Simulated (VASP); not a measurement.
A run of VASP 6.6.1:

INCAR

```
SYSTEM = HfAs3
PREC = Accurate
ENCUT = 520
EDIFF = 1E-6
ISMEAR = 0
SIGMA = 0.1
LREAL = .False.
LASPH = .True.
NELM = 100
ALGO = Normal
ISIF = 2
LWAVE = .False.
LCHARG = .False.
GGA = PE
NBANDS = 20
```

KPOINTS

```
regular mesh
0
Gamma
  6 6 6
  0 0 0
```

Contents of POSCAR:

```
HfAs3
1.0
   -2.7724997924      2.7724997924      2.7724997924
    2.7724997924     -2.7724997924      2.7724997924
    2.7724997924      2.7724997924     -2.7724997924
Hf As
1 3
Direct
    0.0000000000      0.0000000000      0.0000000000
    0.0000000000      0.5000000000      0.5000000000
    0.5000000000      0.0000000000      0.5000000000
    0.5000000000      0.5000000000      0.0000000000
```

Potentials or basis: VASP PAW PBE potentials, release 64 (Hf_pv, As).

Launch:

```sh
$ cat potpaw_PBE.64/Hf_pv/POTCAR potpaw_PBE.64/As/POTCAR > POTCAR
$ mpirun -np 1 vasp_std > vasp.out
```

Hardware: 1 thread of Intel(R) Xeon(R) 6975P-C (Granite Rapids), on a shared host.

How long does it take, and how much memory?

Run time: 12 s on 1 thread of Intel(R) Xeon(R) 6975P-C (Granite Rapids), on a shared host, peak memory 0.21 GiB. Counts: scf iterations 14, k points 16.
